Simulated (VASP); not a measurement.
Wanted: the native input for a VASP 6.6.1 run.

```
Task                   : single point
Functional             : PBEsol
Potentials or basis    : VASP PAW PBE potentials, release 64 (Cd, S)
Cutoff                 : 520 eV
k mesh                 : 8 × 8 × 5
Occupations            : fermi-dirac, width 0.1 eV
Spin                   : no spin polarisation
Dipole correction      : no
Further INCAR settings : ALGO = Normal; EDIFF = 1e-06; NBANDS = 22
```

The structure of Cd2S lies in POSCAR:

```
Cd2S
1.0
    3.9360740980      0.0000000000      0.0000000000
   -1.9680370490      3.4087402725      0.0000000000
    0.0000000000      0.0000000000      5.7702029595
Cd S
2 1
Direct
    0.6666666667      0.3333333333      0.5787350000
    0.3333333333      0.6666666667      0.9327170000
    0.3333333333      0.6666666667      0.3657050000
```

The input as run:

INCAR

```
SYSTEM = Cd2S
PREC     = Accurate       ! precision mode
ENCUT    = 520            ! plane-wave cutoff, eV
EDIFF    = 1E-6           ! SCF threshold, eV
ISMEAR   = -1             ! smearing method
SIGMA    = 0.1            ! smearing width, eV
LREAL    = .False.        ! projectors in reciprocal space
LASPH    = .True.         ! aspherical terms in the spheres
NELM     = 80             ! most SCF steps
ALGO     = Normal         ! electronic algorithm
ISIF     = 2              ! what is computed and relaxed
LWAVE    = .False.        ! write WAVECAR
LCHARG   = .False.        ! write CHGCAR
GGA      = PS             ! functional
NBANDS   = 22             ! bands
```

KPOINTS

```
regular mesh
0
Gamma
  8 8 5
  0 0 0
```

Potentials or basis: VASP PAW PBE potentials, release 64 (Cd, S).

The run is started by

```sh
$ cat potpaw_PBE.64/Cd/POTCAR potpaw_PBE.64/S/POTCAR > POTCAR
$ mpirun -np 1 vasp_std > vasp.out
```

It gave:

```json
{
  "Pressure": "-1.9 GPa",
  "Largest force": "0.081 eV/Å",
  "Band gap on the k mesh": "0.21 eV, indirect (least direct gap 0.57 eV)"
}
```

Caveat: the PAW data sets were made with another functional, which shifts forces and pressure a little.

Run time: 120 s on 1 thread of Intel Xeon 6975P-C (shared host), peak memory 0.22 GiB.
